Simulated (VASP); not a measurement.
Write the native input for VASP 6.6.1 that does the following.

```yaml
Task: single point
Functional: PBEsol
Potentials_or_basis: VASP PAW PBE potentials, release 64 (Ga_d, Sb)
Cutoff: 520 eV
k_mesh: 11 × 11 × 11
Occupations: fermi-dirac, width 0.05 eV
Spin: no spin polarisation
Dipole_correction: no
Further_INCAR_settings: ALGO = Normal; EDIFF = 1e-06; NBANDS = 16
```

The structure of GaSb (zincblende type) lies in POSCAR:

```
GaSb
1.0
    0.0000000000      2.7387177295      2.7387177295
    2.7387177295      0.0000000000      2.7387177295
    2.7387177295      2.7387177295      0.0000000000
Ga Sb
1 1
Direct
    0.0000000000      0.0000000000      0.0000000000
    0.2500000000      0.2500000000      0.2500000000
```

The input as run:

INCAR

```
SYSTEM = GaSb
  PREC = Accurate
  ENCUT = 520
  EDIFF = 1E-6
  ISMEAR = -1
  SIGMA = 0.05
  LREAL = .FALSE.
  LASPH = .TRUE.
  NELM = 100
  ALGO = Normal
  ISIF = 2
  LWAVE = .FALSE.
  LCHARG = .FALSE.
  GGA = PS
  NBANDS = 16
```

KPOINTS

```
Automatic mesh
0
G
  11 11 11
  0 0 0
```

Potentials or basis: VASP PAW PBE potentials, release 64 (Ga_d, Sb).

Launch:

```console
$ cat potpaw_PBE.64/Ga_d/POTCAR potpaw_PBE.64/Sb/POTCAR > POTCAR
$ mpirun -np 1 vasp_std > vasp.out
```

It gave:

```
Pressure               : 36.8 GPa
Band gap on the k mesh : 0.13 eV (least direct gap 2.52 eV)
```

Caveat: the cell stands under pressure; the PAW data sets were made with another functional, which shifts forces and pressure a little; spin-orbit coupling is left out, which moves the levels of the heavy elements; an odd mesh through Γ misses points on the zone boundary, where band edges can lie.

Wall time 78 s on 1 thread of AMD EPYC 7R13, on a shared host, peak memory 0.16 GiB.
